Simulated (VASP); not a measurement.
# Sc (P6_3/mmc) in VASP: notebook

Runs on Sc. Level: PBE. Tasks: single point.

All numbers are computed with VASP 6.6.1; they aren't measurements. Logs are shortened: lines on timing, memory, paths and dates and some standing lists are left out, and cuts for length are marked.

## (1) The cell of the first run

It takes space group P6_3/mmc (No. 194, hexagonal). Conventional cell: a = 3.319 Å, b = 3.319 Å, c = 5.184 Å, α = 90.00°, β = 90.00°, γ = 120.00°. Sc (site symmetry -6m2) has 12 Sc at 3.22 to 3.32 Å within 4.2 Å.

## (2) Single point, PBE

Input file INCAR:

```
SYSTEM = Sc
PREC = Accurate
ENCUT = 520
EDIFF = 1E-7
ISMEAR = 1
SIGMA = 0.01
LREAL = .False.
LASPH = .True.
NELM = 60
ALGO = Normal
ISIF = 2
LWAVE = .False.
LCHARG = .True.
GGA = PE
LELF = .True.
LVHAR = .True.
NBANDS = 18
```

Input file KPOINTS:

```
Automatic mesh
0
Gamma
  11 11 6
  0 0 0
```

Input file POSCAR:

```
Sc
1.0
    3.3193628924      0.0000000000      0.0000000000
   -1.6596814462      2.8746525892      0.0000000000
    0.0000000000      0.0000000000      5.1842605006
Sc
2
Direct
    0.3333333333      0.6666666667      0.2500000000
    0.6666666667      0.3333333333      0.7500000000
```

Potentials or basis: VASP PAW PBE potentials, release 64 (Sc_sv).

Run with:

```
> cat potpaw_PBE.64/Sc_sv/POTCAR > POTCAR
> mpirun -np 1 vasp_std > vasp.out
```

OUTCAR:

```text
SYSTEM = Sc
   PREC = Accurate
   ENCUT = 520
   EDIFF = 1E-7
   ISMEAR = 1
   LREAL = .False.
   LASPH = .True.
   NELM = 60
   ISIF = 2
   GGA = PE

 ion  position               nearest neighbor table
   1  0.333  0.667  0.250-   2 3.22   2 3.22   2 3.22   2 3.22   2 3.22   2 3.22
   2  0.667  0.333  0.750-   1 3.22   1 3.22   1 3.22   1 3.22   1 3.22   1 3.22

  LATTYP: Found a hexagonal cell.
 ALAT       =     3.3193628924
 C/A-ratio  =     1.5618239610

  Lattice vectors:

 A1 = (   3.3193628924,   0.0000000000,   0.0000000000)
 A2 = (  -1.6596814462,   2.8746525892,   0.0000000000)
 A3 = (   0.0000000000,   0.0000000000,   5.1842605006)

Analysis of symmetry for initial positions (statically):
=====================================================================
 Subroutine PRICEL returns:
 Original cell was already a primitive cell.

 Routine SETGRP: Setting up the symmetry group for a
 hexagonal supercell.

 Subroutine GETGRP returns: Found 24 space group operations
 (whereof 12 operations were pure point group operations)
 out of a pool of 24 trial point group operations.

The static configuration has the point symmetry D_3d.
 The point group associated with its full space group is D_6h.

Analysis of symmetry for dynamics (positions and initial velocities):
=====================================================================
 Subroutine PRICEL returns:
 Original cell was already a primitive cell.

 Routine SETGRP: Setting up the symmetry group for a
 hexagonal supercell.

 Subroutine GETGRP returns: Found 24 space group operations
 (whereof 12 operations were pure point group operations)
 out of a pool of 24 trial point group operations.

The dynamic configuration has the point symmetry D_3d.
 The point group associated with its full space group is D_6h.

 Subroutine INISYM returns: Found 24 space group operations
 (whereof 12 operations are pure point group operations),
 and found     1 'primitive' translations

----------------------------------------------------------------------------------------

                                     Primitive cell

  volume of cell :      49.4683

  direct lattice vectors                    reciprocal lattice vectors
     3.319362892  0.000000000  0.000000000     0.301262632  0.173934061  0.000000000
    -1.659681446  2.874652589  0.000000000     0.000000000  0.347868123  0.000000000
     0.000000000  0.000000000  5.184260501     0.000000000  0.000000000  0.192891542

  length of vectors
     3.319362892  3.319362892  5.184260501     0.347868123  0.347868123  0.192891542

  position of ions in fractional coordinates (direct lattice)
     0.333333333  0.666666667  0.250000000
     0.666666667  0.333333333  0.750000000

  ion indices of the primitive-cell ions
   primitive index   ion index
                 1           1
                 2           2

----------------------------------------------------------------------------------------

 KPOINTS: Automatic mesh

Automatic generation of k-mesh.
 Grid dimensions read from file:
 generate k-points for:   11   11    6

 Generating k-lattice:

  Cartesian coordinates                     Fractional coordinates (reciprocal lattice)
     0.027387512  0.015812187  0.000000000     0.090909091  0.000000000  0.000000000
     0.000000000  0.031624375  0.000000000     0.000000000  0.090909091  0.000000000
     0.000000000  0.000000000  0.032148590     0.000000000  0.000000000  0.166666667

  Length of vectors
     0.031624375  0.031624375  0.032148590

  Shift w.r.t. Gamma in fractional coordinates (k-lattice)
     0.000000000  0.000000000  0.000000000

 Subroutine IBZKPT returns following result:
 ===========================================

 Found     64 irreducible k-points:

 Following reciprocal coordinates:
            Coordinates               Weight
  0.000000  0.000000  0.000000      1.000000
  0.090909  0.000000  0.000000      6.000000
  0.181818  0.000000  0.000000      6.000000
  0.272727  0.000000  0.000000      6.000000
  0.363636  0.000000  0.000000      6.000000
  0.454545  0.000000  0.000000      6.000000
[... 16 lines left out ...]
  0.090909  0.090909  0.166667     12.000000
  0.181818  0.090909  0.166667     24.000000
 [... further k-points ...]
   k-points           NKPTS =     64   k-points in BZ     NKDIM =     64   number of bands    NBANDS=     18
   number of dos      NEDOS =    301   number of ions     NIONS =      2
   total plane-waves  NPLWV =  31360
   dimension x,y,z NGX =    28 NGY =   28 NGZ =   40
   dimension x,y,z NGXF=    56 NGYF=   56 NGZF=   80
   ions per type =               2
   NGX,Y,Z   is equivalent  to a cutoff of  14.02, 14.02, 12.83 a.u.
   NGXF,Y,Z  is equivalent  to a cutoff of  28.05, 28.05, 25.65 a.u.
 SYSTEM =  Sc
   PREC   = accura    normal or accurate (medium, high low for compatibility)
   ISTART =      0    job   : 0-new  1-cont  2-samecut
   ICHARG =      2    charge: 1-file 2-atom 10-const
   ISPIN  =      1    spin polarized calculation?
   LNONCOLLINEAR =      F non collinear calculations
   LSORBIT =      F    spin-orbit coupling
   LASPH  =      T    aspherical Exc in radial PAW
   ENCUT  =  520.0 eV  38.22 Ry    6.18 a.u.   6.17  6.17  9.64*2*pi/ulx,y,z
   NELM   =     60;   NELMIN=  2; NELMDL= -5     # of ELM steps
   EDIFF  = 0.1E-06   stopping-criterion for ELM
   LREAL  =      F    real-space projection
   EDIFFG = 0.1E-05   stopping-criterion for IOM
   NSW    =      0    number of steps for IOM
   IBRION =     -1    ionic relax: 0-MD 1-quasi-New 2-CG
   NFREE  =      0    steps in history (QN), initial steepest desc. (CG)
   ISIF   =      2    stress and relaxation
   ISYM   =      2    0-nonsym 1-usesym 2-fastsym
   POTIM  = 0.5000    time-step for ionic-motion
   TEBEG  =    0.0;   TEEND  =   0.0 temperature during run
   PSTRESS=    0.0 pullay stress
   NELECT =      22.0000    total number of electrons
   NUPDOWN=      -1.0000    fix difference up-down
   EMIN   =  10.00;   EMAX   =-10.00  energy-range for DOS
   EFERMI =   0.00;   METHOD = LEGACY
   ISMEAR =     1;   SIGMA  =   0.01  broadening in eV -4-tet -1-fermi 0-gaus
   EFERMI_NEDOS =   21; number of points for ismear=-14 and -15
   IALGO  =     38    algorithm
   IMIX   =      4    mixing-type and parameters
     AMIX     =   0.40;   BMIX     =  1.00
     AMIX_MAG =   1.60;   BMIX_MAG =  1.00
  volume/ion in A,a.u.               =      24.73       166.91
  Fermi-wavevector in a.u.,A,eV,Ry     =   1.249607  2.361415 21.245735  1.561517
  Thomas-Fermi vector in A             =   2.383640
   LORBIT       =      0    0 simple, 1 ext, 2 COOP (PROOUT), +10 PAW based schemes
   GGA     = PE    functional components
   LHFCALC =     F    Hartree Fock is set to
   AEXX    =    0.0000 exact exchange contribution
   IVDW    =     0    specifies the selected vdW correction
   LEPSILON=     F    determine dielectric tensor
   LRPA    =     F    only Hartree local field effects (RPA)
 non-spin polarized calculation
 Methfessel and Paxton  Order N= 1 SIGMA  =   0.01
  energy-cutoff  :      520.00
  volume of cell :       49.47
 maximum number of plane-waves:      1346
 NGX is ok and might be reduce to    28
   NGX = 13   NGY = 13   NGZ = 19

 number of electron      21.9999995 magnetization

 Free energy of the ion-electron system (eV)
  ---------------------------------------------------
  ext. energy  EPLUGINS =         0.00000000
  ---------------------------------------------------
  free energy    TOTEN  =       -12.49928679 eV

  energy without entropy =      -12.49930183  energy(sigma->0) =      -12.49929180

 E-fermi :   3.6762     XC(G=0):  -9.8625

 val. band max:        3.6614812091   @ k =   0.3636   0.1818   0.3333
 cond. band min:       3.6764164021   @ k =   0.2727   0.0000   0.3333
 fundamental gap:      0.0149351930
 Fermi energy:         3.6762250130

 k-point     1 :       0.0000    0.0000    0.0000
  band No.  band energies     occupation
      1     -45.7645      2.00000
      2     -45.6953      2.00000
      3     -24.5868      2.00000
      4     -24.2543      2.00000
      5     -24.2543      2.00000
      6     -24.1894      2.00000
[... 10 lines left out ...]
     17       5.9747      0.00000
     18       5.9747      0.00000

 k-point     2 :       0.0909    0.0000    0.0000
  band No.  band energies     occupation
      1     -45.7607      2.00000
      2     -45.6940      2.00000
      3     -24.5762      2.00000
      4     -24.2745      2.00000
      5     -24.2613      2.00000
      6     -24.2106      2.00000
[... 10 lines left out ...]
     17       5.8377      0.00000
     18       5.8669      0.00000

 k-point     3 :       0.1818    0.0000    0.0000
  band No.  band energies     occupation
      1     -45.7503      2.00000
      2     -45.6908      2.00000
      3     -24.5462      2.00000
      4     -24.3291      2.00000
      5     -24.2795      2.00000
      6     -24.2664      2.00000
[... 10 lines left out ...]
     17       6.0290      0.00000
     18       6.1333      0.00000

 k-point     4 :       0.2727    0.0000    0.0000
  band No.  band energies     occupation
      1     -45.7358      2.00000
      2     -45.6874      2.00000
      3     -24.5020      2.00000
      4     -24.4017      2.00000
      5     -24.3370      2.00000
      6     -24.3023      2.00000
[... 375 lines left out ...]
      4     -24.4614      2.00000
      5     -24.3741      2.00000
      6     -24.3272      2.00000
[... 10 lines left out ...]
     17       7.3983      0.00000
     18       7.6198      0.00000

 k-point    23 :       0.0909    0.0909    0.1667
  band No.  band energies     occupation
      1     -45.7495      2.00000
      2     -45.6959      2.00000
      3     -24.5349      2.00000
      4     -24.2995      2.00000
      5     -24.2833      2.00000
      6     -24.2548      2.00000
[... 10 lines left out ...]
     17       6.0840      0.00000
     18       6.2393      0.00000

 k-point    24 :       0.1818    0.0909    0.1667
  band No.  band energies     occupation
      1     -45.7376      2.00000
      2     -45.6920      2.00000
      3     -24.5096      2.00000
      4     -24.3539      2.00000
      5     -24.3359      2.00000
      6     -24.2843      2.00000
[... 10 lines left out ...]
     17       6.3132      0.00000
     18       6.5529      0.00000

 [... further k-points ...]
[... 5 lines left out ...]
  --------------------------------------------------------------------------------------
  -------------------------------------------------------------------------------------
  Total       -0.0424428     -0.0424428     -0.1451359      0.0000000      0.0000000      0.0000000
  in kB       -1.3746376     -1.3746376     -4.7006561      0.0000000      0.0000000      0.0000000
  external PRESSURE =      -2.4833104 kB  Pullay stress =       0.0000000 kB

 VOLUME and BASIS-vectors are now :
 -----------------------------------------------------------------------------
  energy-cutoff  :      520.00
  volume of cell :       49.47
      direct lattice vectors                 reciprocal lattice vectors
     3.319362892  0.000000000  0.000000000     0.301262632  0.173934061  0.000000000
    -1.659681446  2.874652589  0.000000000     0.000000000  0.347868123  0.000000000
     0.000000000  0.000000000  5.184260501     0.000000000  0.000000000  0.192891542

 POSITION                                       TOTAL-FORCE (eV/Angst)
 -----------------------------------------------------------------------------------
     -0.00000      1.91644      1.29607        -0.000000      0.000000      0.000000
      1.65968      0.95822      3.88820         0.000000     -0.000000      0.000000
 -----------------------------------------------------------------------------------
    total drift:                               -0.000000      0.000000     -0.000000

  FREE ENERGIE OF THE ION-ELECTRON SYSTEM (eV)
  ---------------------------------------------------
  free  energy   TOTEN  =       -12.4992867851 eV

  energy  without entropy=      -12.4993018261  energy(sigma->0) =      -12.49929180
```

It took 70 s on 1 thread of Intel Xeon 8259CL, shared host; peak memory 0.2 GiB.

Results:

| Item | Value |
| --- | --- |
| Free energy | -12.4993 eV |
| Pressure | -0.2 GPa |
| Band gap on the k mesh | zero (bands 11 and 12 overlap by 1.46 eV) |

Stress tensor (GPa, compression positive):
```
-0.14  0.00  0.00
 0.00 -0.14  0.00
 0.00  0.00 -0.47
```

[end of part 1 of 2]
